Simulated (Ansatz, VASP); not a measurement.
# One calculation of H, two programs

```
H
1.0
    11.00000    0.00000    0.00000
     0.00000   11.50000    0.00000
     0.00000    0.00000   12.00000
H
2
Direct
  0.45455 0.47826 0.46666
  0.45455 0.47826 0.52918
```

Alike in both runs: functional PBE; k mesh 1 × 1 × 1; no spin polarisation.

Ansatz relaxed the structure, and its values are those at the end. VASP's run is a single point on that final structure, the one shown.

```csv
,VASP,Ansatz
version,VASP 6.6.1,Ansatz 0.2.0
potentials or method,"VASP PAW PBE potentials, release 64 (H)","scalar-relativistic, plane waves, PAW"
plane-wave cutoff (eV),400,420
occupations,"gaussian, width 0.01 eV",fixed
valence electrons in the cell,2,2
```

|  | VASP | Ansatz | Ansatz less VASP |
| --- | --- | --- | --- |
| rms of the force components (eV/Å) | 0.007 | 0.000 | -0.0071 |
